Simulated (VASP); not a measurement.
# SiC (kx) (F-43m) in VASP: vibrations by perturbation theory with LDA

Aim: the vibrations by perturbation theory of SiC (kx) with LDA.

Everything below comes from runs of VASP 6.6.1. Logs are shortened: lines on timing, memory, paths and dates and some standing lists are left out, and cuts for length are marked.

**1. The cell of the first run**

The structure is cubic, space group F-43m (No. 216). Conventional cell: a = 4.354 Å, b = 4.354 Å, c = 4.354 Å, α = 90.00°, β = 90.00°, γ = 90.00°. Within 2.5 Å of Si (site symmetry -43m) lie 4 C at 1.89 Å. Within 2.5 Å of C (site symmetry -43m) lie 4 Si at 1.89 Å.

**2. Vibrations by perturbation theory, LDA**

INCAR reads:

```
PREC = Accurate
ENCUT = 600
EDIFF = 1E-8
ISMEAR = 0
SIGMA = 0.01
LREAL = False
LASPH = True
NELM = 120
ALGO = Normal
ISIF = 2
LWAVE = False
LCHARG = False
IBRION = 8
NSW = 1
LEPSILON = True
GGA_COMPAT = False
```

KPOINTS reads:

```
Automatic mesh
0
Gamma
  10 10 10
```

POSCAR reads:

```
SiC
1.0
    0.0000000000      2.1769966200      2.1769966200
    2.1769966200      0.0000000000      2.1769966200
    2.1769966200      2.1769966200      0.0000000000
Si C
1 1
Direct
    0.7500000000      0.7500000000      0.7500000000
    0.0000000000      0.0000000000      0.0000000000
```

Potentials or basis: VASP PAW LDA potentials, release 64 (Si, C).

Command:

```
$ cat potpaw_LDA.64/Si/POTCAR potpaw_LDA.64/C/POTCAR > POTCAR
$ mpirun -np 1 vasp_std > vasp.out
```

OUTCAR:

```text
PREC = Accurate
   ENCUT = 600
   EDIFF = 1E-8
   ISMEAR = 0
   LREAL = False
   LASPH = True
   NELM = 120
   ISIF = 2
   IBRION = 8
   NSW = 1
   LEPSILON = True

 ion  position               nearest neighbor table
   1  0.750  0.750  0.750-   2 1.89   2 1.89   2 1.89   2 1.89
   2  0.000  0.000  0.000-   1 1.89   1 1.89   1 1.89   1 1.89

  LATTYP: Found a face centered cubic cell.
 ALAT       =     4.3539932400

  Lattice vectors:

 A1 = (   0.0000000000,   2.1769966200,   2.1769966200)
 A2 = (   2.1769966200,   0.0000000000,   2.1769966200)
 A3 = (   2.1769966200,   2.1769966200,   0.0000000000)

Analysis of symmetry for initial positions (statically):
=====================================================================
 Subroutine PRICEL returns:
 Original cell was already a primitive cell.

 Routine SETGRP: Setting up the symmetry group for a
 face centered cubic supercell.

 Subroutine GETGRP returns: Found 24 space group operations
 (whereof 24 operations were pure point group operations)
 out of a pool of 48 trial point group operations.

The static configuration has the point symmetry T_d .

Analysis of symmetry for dynamics (positions and initial velocities):
=====================================================================
 Subroutine PRICEL returns:
 Original cell was already a primitive cell.

 Routine SETGRP: Setting up the symmetry group for a
 face centered cubic supercell.

 Subroutine GETGRP returns: Found 24 space group operations
 (whereof 24 operations were pure point group operations)
 out of a pool of 48 trial point group operations.

The dynamic configuration has the point symmetry T_d .

 Subroutine INISYM returns: Found 24 space group operations
 (whereof 24 operations are pure point group operations),
 and found     1 'primitive' translations

----------------------------------------------------------------------------------------

                                     Primitive cell

  volume of cell :      20.6349

  direct lattice vectors                    reciprocal lattice vectors
     0.000000000  2.176996620  2.176996620    -0.229674220  0.229674220  0.229674220
     2.176996620  0.000000000  2.176996620     0.229674220 -0.229674220  0.229674220
     2.176996620  2.176996620  0.000000000     0.229674220  0.229674220 -0.229674220

  length of vectors
     3.078738145  3.078738145  3.078738145     0.397807418  0.397807418  0.397807418

  position of ions in fractional coordinates (direct lattice)
     0.750000000  0.750000000  0.750000000
     0.000000000  0.000000000  0.000000000

  ion indices of the primitive-cell ions
   primitive index   ion index
                 1           1
                 2           2

----------------------------------------------------------------------------------------

 KPOINTS: Automatic mesh

Automatic generation of k-mesh.
 Grid dimensions read from file:
 generate k-points for:   10   10   10

 Generating k-lattice:

  Cartesian coordinates                     Fractional coordinates (reciprocal lattice)
    -0.022967422  0.022967422  0.022967422     0.100000000  0.000000000  0.000000000
     0.022967422 -0.022967422  0.022967422     0.000000000  0.100000000  0.000000000
     0.022967422  0.022967422 -0.022967422     0.000000000  0.000000000  0.100000000

  Length of vectors
     0.039780742  0.039780742  0.039780742

  Shift w.r.t. Gamma in fractional coordinates (k-lattice)
     0.000000000  0.000000000  0.000000000

 Subroutine IBZKPT returns following result:
 ===========================================

 Found     47 irreducible k-points:

 Following reciprocal coordinates:
            Coordinates               Weight
[... 369 lines left out ...]
  energy-cutoff  :      600.00
  volume of cell :       20.63
      direct lattice vectors                 reciprocal lattice vectors
     0.000000000  2.176996620  2.176996620    -0.229674220  0.229674220  0.229674220
     2.176996620  0.000000000  2.176996620     0.229674220 -0.229674220  0.229674220
     2.176996620  2.176996620  0.000000000     0.229674220  0.229674220 -0.229674220

 POSITION                                       TOTAL-FORCE (eV/Angst)
 -----------------------------------------------------------------------------------
      3.26549      3.26549      3.26549         0.000000     -0.000000      0.000000
      0.00000      0.00000      0.00000        -0.000000      0.000000     -0.000000
 -----------------------------------------------------------------------------------
    total drift:                               -0.000000     -0.000000     -0.000000

  FREE ENERGIE OF THE ION-ELECTRON SYSTEM (eV)
  ---------------------------------------------------
  free  energy   TOTEN  =       -16.6413001068 eV

  energy  without entropy=      -16.6413001068  energy(sigma->0) =      -16.64130011

 HEAD OF MICROSCOPIC STATIC DIELECTRIC TENSOR (INDEPENDENT PARTICLE, excluding Hartree and local field effects)
 ------------------------------------------------------
           7.339598    -0.000000    -0.000000
           0.000000     7.339598    -0.000000
           0.000000     0.000000     7.339598
 ------------------------------------------------------

 Free energy of the ion-electron system (eV)
  ---------------------------------------------------
  ---------------------------------------------------
  free energy    TOTEN  =        -0.36313196 eV

  energy without entropy =       -0.36313196

------------------------ aborting loop because EDIFF is reached ----------------------------------------

--------------------------------------- Ionic step        2  -------------------------------------------

------------------------ aborting loop because EDIFF is reached ----------------------------------------

--------------------------------------- Ionic step        3  -------------------------------------------

------------------------ aborting loop because EDIFF is reached ----------------------------------------

 PIEZOELECTRIC TENSOR FIELD DIRECTION 3  (e Angst)
 -----------------------------------------------------------------------------
    -0.00063 -1.26349  0.00000           ( -0.00000 -0.05577  0.00000)
    -1.26349 -0.00063  0.00000           ( -0.05577 -0.00000  0.00000)
     0.00000  0.00000  0.00077           (  0.00000  0.00000 -0.00000)

 PIEZOELECTRIC TENSOR FIELD DIRECTION 3  (C/m^2)
 -----------------------------------------------------------------------------
    -0.00049 -0.98102  0.00000
    -0.98102 -0.00049  0.00000
     0.00000  0.00000  0.00060

--------------------------------------- Ionic step        4  -------------------------------------------

------------------------ aborting loop because EDIFF is reached ----------------------------------------

[... ionic steps 5 to 6 ...]

--------------------------------------- Ionic step        7  -------------------------------------------

 Free energy of the ion-electron system (eV)
  ---------------------------------------------------
  ---------------------------------------------------
  free energy    TOTEN  =        -0.12404999 eV

  energy without entropy =       -0.12404999

------------------------ aborting loop because EDIFF is reached ----------------------------------------

 INTERNAL STRAIN TENSOR  FOR ION    2  DIRECTION 1   (eV/Angst):
 -----------------------------------------------------------------------------
    -0.00810  0.00000  0.00000
     0.00000  0.00344 -7.76539
     0.00000 -7.76539  0.00344

 MACROSCOPIC STATIC DIELECTRIC TENSOR (including local field effects in DFT)
 ------------------------------------------------------
           7.013759    -0.000000     0.000000
           0.000000     7.013759    -0.000000
           0.000000     0.000000     7.013759
 ------------------------------------------------------

 PIEZOELECTRIC TENSOR (including local field effects)  for field in x, y, z        (e  Angst)
          XX          YY          ZZ          XY          YZ          ZX
  --------------------------------------------------------------------------------
  x     0.00000    -0.00000    -0.00000     0.00000    -1.26083     0.00000
  y    -0.00000    -0.00000     0.00000     0.00000     0.00000    -1.26083
  z     0.00000    -0.00000    -0.00000    -1.26083     0.00000     0.00000

 PIEZOELECTRIC TENSOR (including local field effects)  for field in x, y, z        (C/m^2)
          XX          YY          ZZ          XY          YZ          ZX
  --------------------------------------------------------------------------------
  x     0.00000    -0.00000    -0.00000     0.00000    -0.97896     0.00000
  y    -0.00000    -0.00000     0.00000     0.00000     0.00000    -0.97896
  z     0.00000    -0.00000    -0.00000    -0.97896     0.00000     0.00000

 BORN EFFECTIVE CHARGES (including local field effects) (in |e|, cummulative output)
 ---------------------------------------------------------------------------------
 ion    1
    1     2.70315     0.00000     0.00000
    2     0.00000     2.70315     0.00000
    3    -0.00000    -0.00000     2.70315
 ion    2
    1    -2.70315    -0.00000    -0.00000
    2    -0.00000    -2.70315    -0.00000
    3     0.00000     0.00000    -2.70315

 INTERNAL STRAIN TENSOR FOR ION    2 for displacements in x,y,z  (eV/Angst):
          X           Y           Z          XY          YZ          ZX
  --------------------------------------------------------------------------------
  x     0.00000     0.00000     0.00000     0.00000    -7.76539     0.00000
  y     0.00000     0.00000     0.00000     0.00000     0.00000    -7.76539
  z     0.00000     0.00000     0.00000    -7.76539     0.00000     0.00000

 SECOND DERIVATIVES (NOT SYMMETRIZED)
 ------------------------------------
               1X          1Y          1Z          2X          2Y          2Z
  1X   -18.936080    0.000000    0.000000   18.936080    0.000000    0.000000
  1Y     0.000000  -18.936080    0.000000    0.000000   18.936080    0.000000
  1Z     0.000000    0.000000  -18.936080    0.000000    0.000000   18.936080
  2X    18.937499    0.000000    0.000000  -18.937499    0.000000    0.000000
  2Y     0.000000   18.937499    0.000000    0.000000  -18.937499    0.000000
  2Z     0.000000    0.000000   18.937499    0.000000    0.000000  -18.937499

 Eigenvectors and eigenvalues of the dynamical matrix
 ----------------------------------------------------

   1 f  =   23.454754 THz   147.370567 2PiTHz  782.366389 cm-1    97.001026 meV
             X         Y         Z           dx          dy          dz
      3.265495  3.265495  3.265495    -0.547303    0.000000    0.000000
      0.000000  0.000000  0.000000     0.836935    0.000000    0.000000
[... 21 lines left out ...]
   6 f/i=    0.000403 THz     0.002530 2PiTHz    0.013429 cm-1     0.001665 meV
             X         Y         Z           dx          dy          dz
      3.265495  3.265495  3.265495    -0.836935    0.000000    0.000000
      0.000000  0.000000  0.000000    -0.547303    0.000000    0.000000

--------------------------------------------------------------------------------------------------------

 MACROSCOPIC STATIC DIELECTRIC TENSOR IONIC CONTRIBUTION
 ------------------------------------------------------
           3.383734     0.000000     0.000000
           0.000000     3.383734     0.000000
           0.000000     0.000000     3.383734
 ------------------------------------------------------

 ELASTIC MODULI CONTR FROM IONIC RELAXATION (kBar)
 Direction    XX          YY          ZZ          XY          YZ          ZX
 --------------------------------------------------------------------------------
 XX          -0.0000     -0.0000     -0.0000      0.0000      0.0000      0.0000
 YY          -0.0000     -0.0000     -0.0000      0.0000      0.0000      0.0000
 ZZ          -0.0000     -0.0000     -0.0000      0.0000      0.0000      0.0000
 XY           0.0000      0.0000      0.0000   -224.4616      0.0000      0.0000
 YZ           0.0000      0.0000      0.0000      0.0000   -224.4616      0.0000
 ZX           0.0000      0.0000      0.0000      0.0000      0.0000   -224.4616
 --------------------------------------------------------------------------------

 PIEZOELECTRIC TENSOR IONIC CONTR  for field in x, y, z        (C/m^2)
          XX          YY          ZZ          XY          YZ          ZX
  --------------------------------------------------------------------------------
  x    -0.00000    -0.00000    -0.00000     0.00000     0.82005     0.00000
  y    -0.00000    -0.00000    -0.00000     0.00000     0.00000     0.82005
  z    -0.00000    -0.00000     0.00000     0.82005    -0.00000    -0.00000
```

Wall time 2.3 min (1 thread of Intel Xeon Platinum 8559C (Emerald Rapids), shared host); peak memory 0.22 GiB.

What came out:

```yaml
Electronic_dielectric_tensor_diagonal: 7.01
Born_charges_mean_of_the_diagonal: Si +2.70; C -2.70 e
Highest_phonon_frequency_at_Γ_LO-TO_splitting_left_out: 782 cm⁻¹
```

Phonon frequencies in cm⁻¹ (negative: imaginary):
```csv
q point,frequencies
"(0.000, 0.000, 0.000)",0 0 0 782 782 782
```

Electronic dielectric tensor:
```
7.01 0.00 0.00
0.00 7.01 0.00
0.00 0.00 7.01
```

Born effective charge tensors (e):
atom 1, Si
```
2.70 0.00 0.00
0.00 2.70 0.00
0.00 0.00 2.70
```
atom 2, C
```
-2.70  0.00  0.00
 0.00 -2.70  0.00
 0.00  0.00 -2.70
```

Caveat: the cell wasn't relaxed at this level first, which shifts response properties.
